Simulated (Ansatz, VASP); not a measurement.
# Two plane-wave programs on HgTe

Contents of INCAR:

```
SYSTEM = HgTe
  ALGO = Normal
  EDIFF = 1E-6
  ENCUT = 520
  GGA = PE
  ISIF = 2
  ISMEAR = 0
  LASPH = .TRUE.
  LCHARG = .FALSE.
  LREAL = .FALSE.
  LWAVE = .FALSE.
  NBANDS = 16
  NELM = 100
  PREC = Accurate
  SIGMA = 0.15
```

KPOINTS

```
k-points
0
G
  14 14 14
  0 0 0
```

The input POSCAR:

```
HgTe
1.0
    0.0000000000      3.1751475000      3.1751475000
    3.1751475000      0.0000000000      3.1751475000
    3.1751475000      3.1751475000      0.0000000000
Hg Te
1 1
Direct
    0.0000000000      0.0000000000      0.0000000000
    0.7500000000      0.7500000000      0.7500000000
```

Input for Ansatz:

```yaml
crystal:
  lattice:
    - [0.0, 3.1751475, 3.1751475]
    - [3.1751475, 0.0, 3.1751475]
    - [3.1751475, 3.1751475, 0.0]
  atoms:
    - { symbol: Hg, position: [0.0, 0.0, 0.0] }
    - { symbol: Te, position: [0.75, 0.75, 0.75] }
basis:
  ecutwfc: 420
kpoints:
  mp_grid: { grid: [14, 14, 14] }
hamiltonian:
  xc: pbe
scf:
  occupations: { method: gaussian, width: 0.15 }
output:
  forces: true
  stress: true
  eigenvalues: true
```

Change from the starting cell: strain -0.015 along x and y, -0.015 along z, atoms carried along.

Alike in both runs: task single point; functional PBE; k mesh 14 × 14 × 14; occupations gaussian, width 0.15 eV; no spin polarisation.

|  | VASP | Ansatz |
| --- | --- | --- |
| version | VASP 6.6.1 | Ansatz 0.2.0 |
| potentials or method | VASP PAW PBE potentials, release 64 (Hg, Te), cutoff 520 eV | scalar-relativistic, plane waves, PAW |
| valence electrons in the cell | 18 | 36 |

Ansatz gave:

- gap on the k mesh at the Fermi level (eV): none
- pressure (GPa): 6.8

Q: Estimate VASP's values.

A: gap on the k mesh at the Fermi level (eV): none; pressure (GPa): 6.9.

A gap of «none» marks a metal or a gap that the smearing closes. VASP's potentials hold 18 valence electrons a cell and Ansatz's 36, so a difference there can come from the potentials and not from the codes.

Neither program's run includes spin-orbit coupling.
